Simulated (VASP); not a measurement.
# Ta in VASP: single point with PBE

Aim: the single point of Ta with PBE.

Everything below comes from runs of VASP 6.6.1. Logs are shortened: lines on timing, memory, paths and dates and some standing lists are left out, and cuts for length are marked.

### Step 1. The cell of the first run

The cell holds a slab with vacuum, 7 atoms: a = 3.303 Å, b = 3.303 Å, c = 24.908 Å, α = 90.00°, β = 90.00°, γ = 90.00°.

### Step 2. Single point, PBE

Input file INCAR:

```
SYSTEM = Ta
PREC = Accurate ; ENCUT = 520
EDIFF = 1E-7 ; ISMEAR = -1
SIGMA = 0.05 ; LREAL = .False.
LASPH = .True. ; NELM = 100
ALGO = Normal ; ISIF = 2
LWAVE = .False. ; LCHARG = .False.
LDIPOL = .True. ; IDIPOL = 3
DIPOL = 0.5 0.5 0.500 ; GGA = PE
NBANDS = 48
```

Input file KPOINTS:

```
regular mesh
0
Gamma
  8 8 1
  0 0 0
```

Input file POSCAR:

```
Ta
1.0
    3.3025600000      0.0000000000      0.0000000000
    0.0000000000      3.3025600000      0.0000000000
    0.0000000000      0.0000000000     24.9076800000
Ta
7
Direct
    0.5000000000      0.5000000000      0.3011119462
    0.0000000000      0.0000000000      0.3674079641
    0.5000000000      0.5000000000      0.4337039821
    0.0000000000      0.0000000000      0.5000000000
    0.5000000000      0.5000000000      0.5662960179
    0.0000000000      0.0000000000      0.6325920359
    0.5000000000      0.5000000000      0.6988880538
```

Potentials or basis: VASP PAW PBE potentials, release 64 (Ta_pv).

The run is started by

```console
$ cat potpaw_PBE.64/Ta_pv/POTCAR > POTCAR
$ mpirun -np 1 vasp_std > vasp.out
```

OUTCAR:

```text
SYSTEM = Ta
   PREC = Accurate
   ENCUT = 520
   EDIFF = 1E-7
   ISMEAR = -1
   LREAL = .False.
   LASPH = .True.
   NELM = 100
   ISIF = 2
   GGA = PE

 ion  position               nearest neighbor table
   1  0.500  0.500  0.301-   2 2.86   2 2.86   2 2.86   2 2.86   3 3.30
   2  0.000  0.000  0.367-   1 2.86   1 2.86   1 2.86   1 2.86   3 2.86   3 2.86   3 2.86   3 2.86
                             4 3.30
   3  0.500  0.500  0.434-   4 2.86   4 2.86   4 2.86   4 2.86   2 2.86   2 2.86   2 2.86   2 2.86
                             5 3.30   1 3.30
   4  0.000  0.000  0.500-   3 2.86   5 2.86   3 2.86   5 2.86   3 2.86   5 2.86   3 2.86   5 2.86
                             2 3.30   6 3.30
   5  0.500  0.500  0.566-   4 2.86   4 2.86   4 2.86   4 2.86   6 2.86   6 2.86   6 2.86   6 2.86
                             3 3.30   7 3.30
   6  0.000  0.000  0.633-   7 2.86   7 2.86   7 2.86   7 2.86   5 2.86   5 2.86   5 2.86   5 2.86
                             4 3.30
   7  0.500  0.500  0.699-   6 2.86   6 2.86   6 2.86   6 2.86   5 3.30

  LATTYP: Found a simple tetragonal cell.
 ALAT       =     3.3025600000
 C/A-ratio  =     7.5419311080

  Lattice vectors:

 A1 = (   3.3025600000,   0.0000000000,   0.0000000000)
 A2 = (   0.0000000000,   3.3025600000,   0.0000000000)
 A3 = (   0.0000000000,   0.0000000000,  24.9076800000)

Analysis of symmetry for initial positions (statically):
=====================================================================
 Subroutine PRICEL returns:
 Original cell was already a primitive cell.

 Routine SETGRP: Setting up the symmetry group for a
 simple tetragonal supercell.

 Subroutine GETGRP returns: Found 16 space group operations
 (whereof 16 operations were pure point group operations)
 out of a pool of 16 trial point group operations.

The static configuration has the point symmetry D_4h.

Analysis of symmetry for dynamics (positions and initial velocities):
=====================================================================
 Subroutine PRICEL returns:
 Original cell was already a primitive cell.

 Routine SETGRP: Setting up the symmetry group for a
 simple tetragonal supercell.

 Subroutine GETGRP returns: Found 16 space group operations
 (whereof 16 operations were pure point group operations)
 out of a pool of 16 trial point group operations.

The dynamic configuration has the point symmetry D_4h.

 Subroutine INISYM returns: Found 16 space group operations
 (whereof 16 operations are pure point group operations),
 and found     1 'primitive' translations

----------------------------------------------------------------------------------------

                                     Primitive cell

  volume of cell :     271.6656

  direct lattice vectors                    reciprocal lattice vectors
     3.302560000  0.000000000  0.000000000     0.302795407  0.000000000  0.000000000
     0.000000000  3.302560000  0.000000000     0.000000000  0.302795407  0.000000000
     0.000000000  0.000000000 24.907680000     0.000000000  0.000000000  0.040148259

  length of vectors
     3.302560000  3.302560000 24.907680000     0.302795407  0.302795407  0.040148259

  position of ions in fractional coordinates (direct lattice)
     0.500000000  0.500000000  0.301111946
     0.000000000  0.000000000  0.367407964
     0.500000000  0.500000000  0.433703982
     0.000000000  0.000000000  0.500000000
     0.500000000  0.500000000  0.566296018
     0.000000000  0.000000000  0.632592036
     0.500000000  0.500000000  0.698888054

  ion indices of the primitive-cell ions
   primitive index   ion index
                 1           1
                 2           2
                 3           3
                 4           4
                 5           5
                 6           6
                 7           7

----------------------------------------------------------------------------------------

 KPOINTS: regular mesh

Automatic generation of k-mesh.
 Grid dimensions read from file:
 generate k-points for:    8    8    1

 Generating k-lattice:

  Cartesian coordinates                     Fractional coordinates (reciprocal lattice)
     0.037849426  0.000000000  0.000000000     0.125000000  0.000000000  0.000000000
     0.000000000  0.037849426  0.000000000     0.000000000  0.125000000  0.000000000
     0.000000000  0.000000000  0.040148259     0.000000000  0.000000000  1.000000000

  Length of vectors
     0.037849426  0.037849426  0.040148259

  Shift w.r.t. Gamma in fractional coordinates (k-lattice)
     0.000000000  0.000000000  0.000000000

 Subroutine IBZKPT returns following result:
 ===========================================

 Found     15 irreducible k-points:

 Following reciprocal coordinates:
            Coordinates               Weight
  0.000000  0.000000  0.000000      1.000000
  0.125000  0.000000  0.000000      4.000000
  0.250000  0.000000  0.000000      4.000000
  0.375000  0.000000  0.000000      4.000000
  0.500000  0.000000  0.000000      2.000000
  0.125000  0.125000  0.000000      4.000000
  0.250000  0.125000  0.000000      8.000000
  0.375000  0.125000  0.000000      8.000000
  0.500000  0.125000  0.000000      4.000000
  0.250000  0.250000  0.000000      4.000000
  0.375000  0.250000  0.000000      8.000000
  0.500000  0.250000  0.000000      4.000000
  0.375000  0.375000  0.000000      4.000000
  0.500000  0.375000  0.000000      4.000000
  0.500000  0.500000  0.000000      1.000000
   k-points           NKPTS =     15   k-points in BZ     NKDIM =     15   number of bands    NBANDS=     48
   number of dos      NEDOS =    301   number of ions     NIONS =      7
   total plane-waves  NPLWV = 150528
   dimension x,y,z NGX =    28 NGY =   28 NGZ =  192
   dimension x,y,z NGXF=    56 NGYF=   56 NGZF=  384
   ions per type =               7
   NGX,Y,Z   is equivalent  to a cutoff of  14.09, 14.09, 12.82 a.u.
   NGXF,Y,Z  is equivalent  to a cutoff of  28.19, 28.19, 25.63 a.u.
 SYSTEM =  Ta
   PREC   = accura    normal or accurate (medium, high low for compatibility)
   ISTART =      0    job   : 0-new  1-cont  2-samecut
   ICHARG =      2    charge: 1-file 2-atom 10-const
   ISPIN  =      1    spin polarized calculation?
   LNONCOLLINEAR =      F non collinear calculations
   LSORBIT =      F    spin-orbit coupling
   LASPH  =      T    aspherical Exc in radial PAW
   ENCUT  =  520.0 eV  38.22 Ry    6.18 a.u.   6.14  6.14 46.31*2*pi/ulx,y,z
   NELM   =    100;   NELMIN=  2; NELMDL= -5     # of ELM steps
   EDIFF  = 0.1E-06   stopping-criterion for ELM
   LREAL  =      F    real-space projection
   EDIFFG = 0.1E-05   stopping-criterion for IOM
   NSW    =      0    number of steps for IOM
   IBRION =     -1    ionic relax: 0-MD 1-quasi-New 2-CG
   NFREE  =      0    steps in history (QN), initial steepest desc. (CG)
   ISIF   =      2    stress and relaxation
   ISYM   =      2    0-nonsym 1-usesym 2-fastsym
   POTIM  = 0.5000    time-step for ionic-motion
   TEBEG  =    0.0;   TEEND  =   0.0 temperature during run
   PSTRESS=    0.0 pullay stress
   NELECT =      77.0000    total number of electrons
   NUPDOWN=      -1.0000    fix difference up-down
   EMIN   =  10.00;   EMAX   =-10.00  energy-range for DOS
   EFERMI =   0.00;   METHOD = LEGACY
   ISMEAR =    -1;   SIGMA  =   0.05  broadening in eV -4-tet -1-fermi 0-gaus
   EFERMI_NEDOS =   21; number of points for ismear=-14 and -15
   IALGO  =     38    algorithm
   IMIX   =      4    mixing-type and parameters
     AMIX     =   0.40;   BMIX     =  1.00
     AMIX_MAG =   1.60;   BMIX_MAG =  1.00
  volume/ion in A,a.u.               =      38.81       261.90
  Fermi-wavevector in a.u.,A,eV,Ry     =   1.075376  2.032165 15.734221  1.156433
  Thomas-Fermi vector in A             =   2.211230
   LORBIT       =      0    0 simple, 1 ext, 2 COOP (PROOUT), +10 PAW based schemes
   GGA     = PE    functional components
   LHFCALC =     F    Hartree Fock is set to
   AEXX    =    0.0000 exact exchange contribution
   IVDW    =     0    specifies the selected vdW correction
   LEPSILON=     F    determine dielectric tensor
   LRPA    =     F    only Hartree local field effects (RPA)
 non-spin polarized calculation
  energy-cutoff  :      520.00
  volume of cell :      271.67
 maximum number of plane-waves:      7408
 NGX is ok and might be reduce to    28
   NGX = 13   NGY = 13   NGZ = 93

 number of electron      76.9999999 magnetization

 dipolmoment           0.000000      0.000000      0.000000 electrons x Angstroem

 Free energy of the ion-electron system (eV)
  ---------------------------------------------------
  ext. energy  EPLUGINS =         0.00000000
  ---------------------------------------------------
  free energy    TOTEN  =       -79.02062681 eV

  energy without entropy =      -78.94896875  energy(sigma->0) =      -78.98479778

 E-fermi :   0.6607     XC(G=0):  -6.8719

 val. band max:        0.6568853177   @ k =   0.5000   0.1250   0.0000
 cond. band min:       0.6636016014   @ k =   0.1250   0.0000   0.0000
 fundamental gap:      0.0067162838
 Fermi energy:         0.6607050939

 k-point     1 :       0.0000    0.0000    0.0000
  band No.  band energies     occupation
      1     -34.1835      2.00000
      2     -34.1833      2.00000
      3     -34.0157      2.00000
      4     -34.0157      2.00000
      5     -34.0155      2.00000
      6     -34.0155      2.00000
[... 40 lines left out ...]
     47       2.5416      0.00000
     48       2.8395      0.00000

 k-point     2 :       0.1250    0.0000    0.0000
  band No.  band energies     occupation
      1     -34.1873      2.00000
      2     -34.1870      2.00000
      3     -34.0513      2.00000
      4     -34.0511      2.00000
      5     -34.0074      2.00000
      6     -34.0073      2.00000
[... 655 lines left out ...]
 k-point    15 :       0.5000    0.5000    0.0000
  band No.  band energies     occupation
      1     -34.2314      2.00000
      2     -34.2314      2.00000
      3     -34.2306      2.00000
      4     -34.2306      2.00000
      5     -34.1136      2.00000
      6     -34.1134      2.00000
[... 40 lines left out ...]
     47       4.5831      0.00000
     48       4.7201      0.00000

------------------------ aborting loop because EDIFF is reached ----------------------------------------

 vacuum level on the upper side and lower side of the slab       (xc-potential included)        -0.158        -0.158

  FORCE on cell =-STRESS in cart. coord.  units (eV):
  Direction    XX          YY          ZZ          XY          YZ          ZX
  --------------------------------------------------------------------------------------
  -------------------------------------------------------------------------------------
  Total       -5.1054969     -5.1054969     -2.2224343      0.0000000      0.0000000      0.0000000
  in kB      -30.1102174    -30.1102174    -13.1070454      0.0000000      0.0000000      0.0000000
  external PRESSURE =     -24.4424934 kB  Pullay stress =       0.0000000 kB

 VOLUME and BASIS-vectors are now :
 -----------------------------------------------------------------------------
  energy-cutoff  :      520.00
  volume of cell :      271.67
      direct lattice vectors                 reciprocal lattice vectors
     3.302560000  0.000000000  0.000000000     0.302795407  0.000000000  0.000000000
     0.000000000  3.302560000  0.000000000     0.000000000  0.302795407  0.000000000
     0.000000000  0.000000000 24.907680000     0.000000000  0.000000000  0.040148259

 POSITION                                       TOTAL-FORCE (eV/Angst)
 -----------------------------------------------------------------------------------
      1.65128      1.65128      7.50000        -0.000000     -0.000000      1.093944
      0.00000      0.00000      9.15128         0.000000      0.000000     -1.135923
      1.65128      1.65128     10.80256         0.000000      0.000000     -0.350003
      0.00000      0.00000     12.45384         0.000000      0.000000      0.000000
      1.65128      1.65128     14.10512        -0.000000     -0.000000      0.350003
      0.00000      0.00000     15.75640        -0.000000     -0.000000      1.135923
      1.65128      1.65128     17.40768         0.000000     -0.000000     -1.093944
 -----------------------------------------------------------------------------------
    total drift:                                0.000000      0.000000      0.000000

  FREE ENERGIE OF THE ION-ELECTRON SYSTEM (eV)
  ---------------------------------------------------
  free  energy   TOTEN  =       -79.0206268114 eV

  energy  without entropy=      -78.9489687536  energy(sigma->0) =      -78.98479778

 vacuum level on the upper side and lower side of the slab         4.549         4.549
```

Wall time 13 min (1 thread of AMD EPYC 7R43 (Zen 3), shared host); peak memory 0.42 GiB.

What came out:

```
Free energy            : -79.0206 eV
Largest force          : 1.136 eV/Å
Band gap on the k mesh : zero (an odd number of electrons rules out a gap without spin polarisation)
```

Forces on the atoms (eV/Å):
```
Ta   0.000  0.000  1.094
Ta   0.000  0.000 -1.136
Ta   0.000  0.000 -0.350
Ta   0.000  0.000  0.000
Ta   0.000  0.000  0.350
Ta   0.000  0.000  1.136
Ta   0.000  0.000 -1.094
```

Caveat: spin-orbit coupling is left out, which moves the levels of the heavy elements.
